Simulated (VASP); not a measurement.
Input of a VASP 6.6.1 run:

INCAR

```
PREC = Accurate
ENCUT = 600
EDIFF = 1E-7
ISMEAR = 0
SIGMA = 0.1
LREAL = F
LASPH = T
NELM = 80
ALGO = Normal
ISIF = 3
LWAVE = F
LCHARG = F
GGA = PE
IBRION = 2
NSW = 100
EDIFFG = -0.01
```

File KPOINTS:

```
Automatic mesh
0
Gamma
  8 8 8
```

The input POSCAR:

```
HfZrGe4
1.0
    0.0000000000      3.8382590465      3.8382590465
    3.8382590465      0.0000000000      3.8382590465
    3.8382590465      3.8382590465      0.0000000000
Zr Hf Ge
1 1 4
Direct
    0.7500000000      0.7500000000      0.7500000000
    0.0000000000      0.0000000000      0.0000000000
    0.8759669427      0.3746776858      0.3746776858
    0.3746776858      0.8759669427      0.3746776858
    0.3746776858      0.3746776858      0.8759669427
    0.3746776858      0.3746776858      0.3746776858
```

Potentials or basis: VASP PAW PBE potentials, release 64 (Zr_sv, Hf_pv, Ge_d).

Command:

```bash
$ cat potpaw_PBE.64/Zr_sv/POTCAR potpaw_PBE.64/Hf_pv/POTCAR potpaw_PBE.64/Ge_d/POTCAR > POTCAR
$ mpirun -np 1 vasp_std > vasp.out
```

Q: What does it give for the relaxed cell?

A: a = 5.425 Å, b = 5.425 Å, c = 5.425 Å, α = 60.00°, β = 60.00°, γ = 60.00°.

Q: What does it give for the space group after relaxing (to 0.1 Å)?

A: F-43m (No. 216).

Q: Predict the band gap on the k mesh.

A: Zero (bands 39 and 40 overlap by 1.10 eV).

Forces on the atoms (eV/Å):
```
Zr   0.000  0.000  0.000
Hf   0.000  0.000  0.000
Ge   0.002 -0.002 -0.002
Ge  -0.002  0.002 -0.002
Ge  -0.002 -0.002  0.002
Ge   0.002  0.002  0.002
```

Caveat: spin-orbit coupling is left out, which moves the levels of the heavy elements.
